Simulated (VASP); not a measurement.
# ZrH4 (P6/mmm) in VASP: further runs

Runs on ZrH4. Level: PBE. Tasks: single point, relaxation of cell and atoms.

Everything below comes from runs of VASP 6.6.1. Logs are shortened: lines on timing, memory, paths and dates and some standing lists are left out, and cuts for length are marked.

### Step 1. The cell of the first run

The structure is hexagonal, space group P6/mmm (No. 191). The conventional cell has a = 3.207 Å, b = 3.207 Å, c = 4.099 Å, α = 90.00°, β = 90.00°, γ = 120.00°. Zr (site symmetry 6/mmm) has 12 H at 2.13 Å within 2.8 Å. H (site symmetry 3m) has 5 H at 1.85 to 2.09 Å and 3 Zr at 2.13 Å within 2.5 Å.

The cell was built from a structure type or drawn by symmetry, and may not be a known phase.

### Step 2. Single point, PBE, collinear spin

INCAR

```
SYSTEM = ZrH4
  ALGO = Normal
  EDIFF = 1E-6
  ENCUT = 520
  GGA = PE
  ISIF = 2
  ISMEAR = 0
  ISPIN = 2
  LASPH = .TRUE.
  LCHARG = .TRUE.
  LELF = .TRUE.
  LMAXMIX = 4
  LORBIT = 11
  LREAL = .FALSE.
  LVHAR = .TRUE.
  LWAVE = .FALSE.
  MAGMOM = 1 0 0 0 0
  NBANDS = 20
  NELM = 150
  PREC = Accurate
  SIGMA = 0.1
```

KPOINTS

```
k-points
0
G
  6 6 4
  0 0 0
```

POSCAR

```
ZrH4
1.0
    3.2073092039      0.0000000000      0.0000000000
   -1.6036546020      2.7776112484      0.0000000000
    0.0000000000      0.0000000000      4.0985277398
Zr H
1 4
Direct
    0.0000000000      0.0000000000      0.5000000000
    0.3333333333      0.6666666667      0.7551789603
    0.3333333333      0.6666666667      0.2448210397
    0.6666666667      0.3333333333      0.2448210397
    0.6666666667      0.3333333333      0.7551789603
```

Potentials or basis: VASP PAW PBE potentials, release 64 (Zr_sv, H).

Run with:

```console
> cat potpaw_PBE.64/Zr_sv/POTCAR potpaw_PBE.64/H/POTCAR > POTCAR
> mpirun -np 1 vasp_std > vasp.out
```

OUTCAR:

```text
SYSTEM = ZrH4
   EDIFF = 1E-6
   ENCUT = 520
   GGA = PE
   ISIF = 2
   ISMEAR = 0
   ISPIN = 2
   LASPH = .TRUE.
   LORBIT = 11
   LREAL = .FALSE.
   NELM = 150
   PREC = Accurate

 ion  position               nearest neighbor table
   1  0.000  0.000  0.500-   2 2.13   3 2.13   4 2.13   5 2.13   4 2.13   5 2.13   2 2.13   3 2.13
                             4 2.13   5 2.13   2 2.13   3 2.13
   2  0.333  0.667  0.755-   1 2.13   1 2.13   1 2.13
   3  0.333  0.667  0.245-   1 2.13   1 2.13   1 2.13
   4  0.667  0.333  0.245-   1 2.13   1 2.13   1 2.13
   5  0.667  0.333  0.755-   1 2.13   1 2.13   1 2.13

  LATTYP: Found a hexagonal cell.
 ALAT       =     3.2073092039
 C/A-ratio  =     1.2778710998

  Lattice vectors:

 A1 = (   3.2073092039,   0.0000000000,   0.0000000000)
 A2 = (  -1.6036546020,   2.7776112484,   0.0000000000)
 A3 = (   0.0000000000,   0.0000000000,   4.0985277398)

Analysis of symmetry for initial positions (statically):
=====================================================================
 Subroutine PRICEL returns:
 Original cell was already a primitive cell.

 Routine SETGRP: Setting up the symmetry group for a
 hexagonal supercell.

 Subroutine GETGRP returns: Found 24 space group operations
 (whereof 24 operations were pure point group operations)
 out of a pool of 24 trial point group operations.

The static configuration has the point symmetry D_6h.

Analysis of symmetry for dynamics (positions and initial velocities):
=====================================================================
 Subroutine PRICEL returns:
 Original cell was already a primitive cell.

 Routine SETGRP: Setting up the symmetry group for a
 hexagonal supercell.

 Subroutine GETGRP returns: Found 24 space group operations
 (whereof 24 operations were pure point group operations)
 out of a pool of 24 trial point group operations.

The dynamic configuration has the point symmetry D_6h.

Analysis of structural, dynamic, and magnetic symmetry:
=====================================================================
 Subroutine PRICEL returns:
 Original cell was already a primitive cell.

 Routine SETGRP: Setting up the symmetry group for a
 hexagonal supercell.

 Subroutine GETGRP returns: Found 24 space group operations
 (whereof 24 operations were pure point group operations)
 out of a pool of 24 trial point group operations.

The overall configuration has the point symmetry D_6h.

 Subroutine INISYM returns: Found 24 space group operations
 (whereof 24 operations are pure point group operations),
 and found     1 'primitive' translations

----------------------------------------------------------------------------------------

                                     Primitive cell

  volume of cell :      36.5124

  direct lattice vectors                    reciprocal lattice vectors
     3.207309204  0.000000000  0.000000000     0.311787837  0.180010792  0.000000000
    -1.603654602  2.777611248  0.000000000     0.000000000  0.360021584  0.000000000
     0.000000000  0.000000000  4.098527740     0.000000000  0.000000000  0.243990053

  length of vectors
     3.207309204  3.207309204  4.098527740     0.360021584  0.360021584  0.243990053

  position of ions in fractional coordinates (direct lattice)
     0.000000000  0.000000000  0.500000000
     0.333333333  0.666666667  0.755178960
     0.333333333  0.666666667  0.244821040
     0.666666667  0.333333333  0.244821040
     0.666666667  0.333333333  0.755178960

  ion indices of the primitive-cell ions
   primitive index   ion index
                 1           1
                 2           2
                 3           3
                 4           4
                 5           5

----------------------------------------------------------------------------------------

 KPOINTS: k-points

Automatic generation of k-mesh.
 Grid dimensions read from file:
 generate k-points for:    6    6    4

 Generating k-lattice:

  Cartesian coordinates                     Fractional coordinates (reciprocal lattice)
     0.051964640  0.030001799  0.000000000     0.166666667 -0.000000000  0.000000000
     0.000000000  0.060003597  0.000000000     0.000000000  0.166666667  0.000000000
     0.000000000  0.000000000  0.060997513     0.000000000  0.000000000  0.250000000

  Length of vectors
     0.060003597  0.060003597  0.060997513

  Shift w.r.t. Gamma in fractional coordinates (k-lattice)
     0.000000000  0.000000000  0.000000000

 Subroutine IBZKPT returns following result:
 ===========================================

 Found     21 irreducible k-points:

 Following reciprocal coordinates:
            Coordinates               Weight
  0.000000  0.000000  0.000000      1.000000
  0.166667  0.000000  0.000000      6.000000
  0.333333 -0.000000  0.000000      6.000000
  0.500000  0.000000  0.000000      3.000000
  0.166667  0.166667  0.000000      6.000000
  0.333333  0.166667  0.000000     12.000000
[... 13 lines left out ...]
  0.333333  0.166667  0.500000     12.000000
  0.333333  0.333333  0.500000      2.000000
   k-points           NKPTS =     21   k-points in BZ     NKDIM =     21   number of bands    NBANDS=     20
   number of dos      NEDOS =    301   number of ions     NIONS =      5
   total plane-waves  NPLWV =  17280
   dimension x,y,z NGX =    24 NGY =   24 NGZ =   30
   dimension x,y,z NGXF=    48 NGYF=   48 NGZF=   60
   ions per type =               1   4
   NGX,Y,Z   is equivalent  to a cutoff of  12.44, 12.44, 12.17 a.u.
   NGXF,Y,Z  is equivalent  to a cutoff of  24.88, 24.88, 24.34 a.u.
 SYSTEM =  ZrH4
   PREC   = accura    normal or accurate (medium, high low for compatibility)
   ISTART =      0    job   : 0-new  1-cont  2-samecut
   ICHARG =      2    charge: 1-file 2-atom 10-const
   ISPIN  =      2    spin polarized calculation?
   LNONCOLLINEAR =      F non collinear calculations
   LSORBIT =      F    spin-orbit coupling
   LASPH  =      T    aspherical Exc in radial PAW
   ENCUT  =  520.0 eV  38.22 Ry    6.18 a.u.   5.96  5.96  7.62*2*pi/ulx,y,z
   NELM   =    150;   NELMIN=  2; NELMDL= -5     # of ELM steps
   EDIFF  = 0.1E-05   stopping-criterion for ELM
   LREAL  =      F    real-space projection
   EDIFFG = 0.1E-04   stopping-criterion for IOM
   NSW    =      0    number of steps for IOM
   IBRION =     -1    ionic relax: 0-MD 1-quasi-New 2-CG
   NFREE  =      0    steps in history (QN), initial steepest desc. (CG)
   ISIF   =      2    stress and relaxation
   ISYM   =      2    0-nonsym 1-usesym 2-fastsym
   POTIM  = 0.5000    time-step for ionic-motion
   TEBEG  =    0.0;   TEEND  =   0.0 temperature during run
   PSTRESS=    0.0 pullay stress
   NELECT =      16.0000    total number of electrons
   NUPDOWN=      -1.0000    fix difference up-down
   EMIN   =  10.00;   EMAX   =-10.00  energy-range for DOS
   EFERMI =   0.00;   METHOD = LEGACY
   ISMEAR =     0;   SIGMA  =   0.10  broadening in eV -4-tet -1-fermi 0-gaus
   EFERMI_NEDOS =   21; number of points for ismear=-14 and -15
   IALGO  =     38    algorithm
   IMIX   =      4    mixing-type and parameters
     AMIX     =   0.40;   BMIX     =  1.00
     AMIX_MAG =   1.60;   BMIX_MAG =  1.00
  volume/ion in A,a.u.               =       7.30        49.28
  Fermi-wavevector in a.u.,A,eV,Ry     =   1.243468  2.349815 21.037515  1.546214
  Thomas-Fermi vector in A             =   2.377778
   LORBIT       =     11    0 simple, 1 ext, 2 COOP (PROOUT), +10 PAW based schemes
   GGA     = PE    functional components
   LHFCALC =     F    Hartree Fock is set to
   AEXX    =    0.0000 exact exchange contribution
   IVDW    =     0    specifies the selected vdW correction
   LEPSILON=     F    determine dielectric tensor
   LRPA    =     F    only Hartree local field effects (RPA)
 spin polarized calculation
 Gauss-broadening in eV      SIGMA  =   0.10
  energy-cutoff  :      520.00
  volume of cell :       36.51
 maximum number of plane-waves:      1008
 NGX is ok and might be reduce to    24
   NGX = 11   NGY = 11   NGZ = 15

 number of electron      16.0000001 magnetization       0.0305718

 Free energy of the ion-electron system (eV)
  ---------------------------------------------------
  ext. energy  EPLUGINS =         0.00000000
  ---------------------------------------------------
  free energy    TOTEN  =       -22.28332488 eV

  energy without entropy =      -22.27795329  energy(sigma->0) =      -22.28063908

 E-fermi :   6.3263     XC(G=0): -10.6214

 val. band max:        6.2996338371   @ k =   0.3333   0.1667   0.0000
 cond. band min:       6.3419676632   @ k =   0.3333   0.3333   0.0000
 fundamental gap:      0.0423338261
 Fermi energy:         6.3262648319

 spin component 1

 k-point     1 :       0.0000    0.0000    0.0000
  band No.  band energies     occupation
      1     -42.9712      1.00000
      2     -21.0538      1.00000
      3     -20.6419      1.00000
      4     -20.6419      1.00000
      5      -4.0127      1.00000
      6       2.3515      1.00000
[... 459 lines left out ...]
      6       0.8920      1.00000
[... 12 lines left out ...]
     19      21.6498      0.00000
     20      24.0401      0.00000
 Fermi energy:         6.3262648319

 spin component 2

 k-point     1 :       0.0000    0.0000    0.0000
  band No.  band energies     occupation
      1     -42.9604      1.00000
      2     -21.0338      1.00000
      3     -20.6323      1.00000
      4     -20.6323      1.00000
      5      -4.0064      1.00000
      6       2.3506      1.00000
[... 472 lines left out ...]
     19      21.6590      0.00000
     20      24.1007      0.00000

------------------------ aborting loop because EDIFF is reached ----------------------------------------

  FORCE on cell =-STRESS in cart. coord.  units (eV):
  Direction    XX          YY          ZZ          XY          YZ          ZX
  --------------------------------------------------------------------------------------
  -------------------------------------------------------------------------------------
  Total       -0.0250821     -0.0250821      0.0072540      0.0000000     -0.0000000      0.0000000
  in kB       -1.1006114     -1.1006114      0.3183080      0.0000000     -0.0000000      0.0000000
  external PRESSURE =      -0.6276383 kB  Pullay stress =       0.0000000 kB

 VOLUME and BASIS-vectors are now :
 -----------------------------------------------------------------------------
  energy-cutoff  :      520.00
  volume of cell :       36.51
      direct lattice vectors                 reciprocal lattice vectors
     3.207309204  0.000000000  0.000000000     0.311787837  0.180010792  0.000000000
    -1.603654602  2.777611248  0.000000000     0.000000000  0.360021584  0.000000000
     0.000000000  0.000000000  4.098527740     0.000000000  0.000000000  0.243990053

 POSITION                                       TOTAL-FORCE (eV/Angst)
 -----------------------------------------------------------------------------------
      0.00000      0.00000      2.04926        -0.000000      0.000000      0.000000
     -0.00000      1.85174      3.09512         0.000000     -0.000000      0.008723
     -0.00000      1.85174      1.00341         0.000000     -0.000000     -0.008723
      1.60365      0.92587      1.00341        -0.000000      0.000000     -0.008723
      1.60365      0.92587      3.09512        -0.000000      0.000000      0.008723
 -----------------------------------------------------------------------------------
    total drift:                               -0.000000      0.000000      0.000000

  FREE ENERGIE OF THE ION-ELECTRON SYSTEM (eV)
  ---------------------------------------------------
  free  energy   TOTEN  =       -22.2833248825 eV

  energy  without entropy=      -22.2779532854  energy(sigma->0) =      -22.28063908

 total charge

# of ion       s       p       d       tot
------------------------------------------
    1        2.145   6.006   1.658   9.808
    2        0.511   0.013   0.000   0.524
    3        0.511   0.013   0.000   0.524
    4        0.511   0.013   0.000   0.524
    5        0.511   0.013   0.000   0.524
--------------------------------------------------
tot          4.188   6.059   1.658  11.905

 magnetization (x)

# of ion       s       p       d       tot
------------------------------------------
    1        0.001   0.000   0.016   0.018
    2       -0.001   0.000   0.000  -0.001
    3       -0.001   0.000   0.000  -0.001
    4       -0.001   0.000   0.000  -0.001
    5       -0.001   0.000   0.000  -0.001
--------------------------------------------------
tot         -0.001   0.000   0.016   0.016
```

Wall time 35 s (1 thread of Intel Xeon 8259CL, shared host); peak memory 0.17 GiB.

What came out:

* Free energy: -22.2833 eV
* Pressure: -0.1 GPa
* Largest force: 0.009 eV/Å
* Band gap on the k mesh: zero (filled and empty bands overlap)
* Net moment: 0.03 μB per cell
* Valence electrons inside the program's atomic spheres: Zr 9.81; H 0.52

Forces on the atoms (eV/Å):
```
Zr   0.000  0.000  0.000
H    0.000  0.000  0.009
H    0.000  0.000 -0.009
H    0.000  0.000 -0.009
H    0.000  0.000  0.009
```

Levels at points of the mesh, in eV from the Fermi level:
Spin up:
```csv
k point,band 5,band 6,band 7,band 8,band 9,band 10,band 11,band 12
"(0.00, 0.00, 0.00)",-10.34,-3.97,-2.13,0.03,0.03,0.63,2.90,2.90
"(0.50, 0.00, 0.00)",-6.67,-6.01,-5.03,-0.30,0.34,1.89,4.44,5.83
"(0.00, 0.00, 0.50)",-8.83,-7.33,0.14,0.14,0.96,1.66,2.55,2.55
"(0.50, 0.00, 0.50)",-6.92,-5.89,-4.17,-2.46,1.28,2.59,4.46,6.44
```
Spin down:
| k point | band 4 | band 5 | band 6 | band 7 | band 8 | band 9 | band 10 | band 11 | band 12 | band 13 |
| --- | --- | --- | --- | --- | --- | --- | --- | --- | --- | --- |
| (0.00, 0.00, 0.00) | -26.96 | -10.33 | -3.98 | -2.08 | 0.04 | 0.04 | 0.63 | 2.91 | 2.91 | 5.15 |
| (0.50, 0.00, 0.00) | -27.14 | -6.66 | -6.01 | -5.03 | -0.23 | 0.34 | 1.91 | 4.45 | 5.85 | 6.80 |
| (0.00, 0.00, 0.50) | -26.96 | -8.83 | -7.32 | 0.15 | 0.15 | 1.01 | 1.66 | 2.56 | 2.56 | 3.22 |
| (0.50, 0.00, 0.50) | -27.14 | -6.92 | -5.89 | -4.17 | -2.45 | 1.30 | 2.65 | 4.47 | 6.52 | 6.53 |

Caveat: the k points lie up to 0.38 Å⁻¹ apart, too coarse for converged energies and pressures of a metal.

### Step 3. Relaxation of cell and atoms, PBE

This run uses another cell than the first one, of 10.85 Å³/atom.

INCAR

```
SYSTEM = ZrH4
ALGO = Normal
EDIFF = 1E-6
EDIFFG = -0.04
ENCUT = 600
GGA = PE
IBRION = 2
ISIF = 3
ISMEAR = 0
LASPH = .True.
LCHARG = .False.
LREAL = .False.
LWAVE = .False.
NELM = 80
NSW = 90
PREC = Accurate
SIGMA = 0.1
```

KPOINTS

```
k-points
0
Gamma
  6 6 4
  0 0 0
```

POSCAR

```
ZrH4
1.0
    3.0863891000      0.0000000000      0.0000000000
   -1.5431945500      2.6728913600      0.0000000000
    0.0000000000      0.0000000000      6.5779407700
Zr H
1 4
Direct
    0.0000000000      0.0000000000      0.5000000000
    0.3333333300      0.6666666700      0.8149319200
    0.3333333300      0.6666666700      0.1850680800
    0.6666666700      0.3333333300      0.1850680800
    0.6666666700      0.3333333300      0.8149319200
```

Potentials or basis: VASP PAW PBE potentials, release 64 (Zr_sv, H).

Run with:

```console
> cat potpaw_PBE.64/Zr_sv/POTCAR potpaw_PBE.64/H/POTCAR > POTCAR
> mpirun -np 1 vasp_std > vasp.out
```

Wall time 5.4 min (1 thread of Intel Xeon 8259CL, shared host); peak memory 0.22 GiB.

It converged, with:

- Free energy: -22.2855 eV
- Relaxed volume: 7.32 Å³/atom
- Relaxed cell: a = 3.205 Å, b = 3.205 Å, c = 4.113 Å, α = 90.00°, β = 90.00°, γ = 120.00°
- Space group after relaxing (to 0.1 Å): P6/mmm (No. 191)
- Energy gained by relaxing: 828.8 meV/atom
- Ionic steps: 16
- Pressure after relaxing: 0.0 GPa
- Largest force after relaxing: 0.009 eV/Å
- Band gap on the k mesh: zero (bands 8 and 9 overlap by 0.94 eV)

Forces in eV/Å, atoms in the order of the input:
```
Zr   0.000  0.000  0.000
H    0.000  0.000 -0.009
H    0.000  0.000  0.009
H    0.000  0.000  0.009
H    0.000  0.000 -0.009
```

Stress tensor (GPa, compression positive):
```
 0.09  0.00  0.00
 0.00  0.09  0.00
 0.00  0.00 -0.27
```

The path:
| step | energy change (eV) | largest force (eV/Å) | pressure (GPa) | volume (Å³) |
| --- | --- | --- | --- | --- |
| 1 | 0.0000 | 1.2393 | -16.29 | 54.27 |
| 2 | -1.6028 | 1.2872 | -12.26 | 45.93 |
| 3 | -1.5708 | 1.1232 | 94.58 | 24.72 |
| 4 | -2.8225 | 0.9167 | 2.09 | 36.74 |
| 5 | -3.0555 | 0.2310 | 28.55 | 30.82 |
| 6 | -3.0947 | 0.5166 | 16.65 | 32.90 |
| 7 | -3.9307 | 0.2891 | 9.38 | 33.53 |
| 8 | -4.0719 | 0.0802 | 5.03 | 33.55 |
| 9 | -4.0801 | 0.0911 | 5.41 | 33.57 |
| 10 | -4.0820 | 0.0989 | 5.59 | 33.58 |
| 11 | -4.1165 | 0.1904 | -0.18 | 35.27 |
| 12 | -4.1168 | 0.2002 | -0.72 | 35.44 |
| 13 | -4.1295 | 0.1376 | -0.08 | 35.60 |
| 14 | -4.1415 | 0.0048 | 1.58 | 35.96 |
| 15 | -4.1434 | 0.0128 | -0.88 | 36.95 |
| 16 | -4.1442 | 0.0091 | -0.03 | 36.59 |

Final structure:
```
CELL_PARAMETERS angstrom
3.20480 0.00000 0.00000
-1.60240 2.77544 0.00000
0.00000 0.00000 4.11325
ATOMIC_POSITIONS crystal
Zr 0.00000 0.00000 0.50000
H 0.33333 0.66667 0.75569
H 0.33333 0.66667 0.24431
H 0.66667 0.33333 0.24431
H 0.66667 0.33333 0.75569
```

Levels at points of the mesh, in eV from the Fermi level:
| k point | band 6 | band 7 | band 8 | band 9 | band 10 | band 11 |
| --- | --- | --- | --- | --- | --- | --- |
| (0.00, 0.00, 0.00) | -4.02 | -2.11 | 0.04 | 0.04 | 0.67 | 2.90 |
| (0.50, 0.00, 0.00) | -6.00 | -5.07 | -0.27 | 0.30 | 1.89 | 4.45 |
| (0.00, 0.00, 0.50) | -7.34 | 0.14 | 0.14 | 0.93 | 1.69 | 2.56 |
| (0.50, 0.00, 0.50) | -5.88 | -4.17 | -2.46 | 1.29 | 2.58 | 4.47 |

Caveat: the k points lie up to 0.38 Å⁻¹ apart in the final cell, too coarse for converged energies and pressures of a metal; the volume moved by over 15 % at a fixed basis, so the end points are rough.

[end of part 1 of 2]
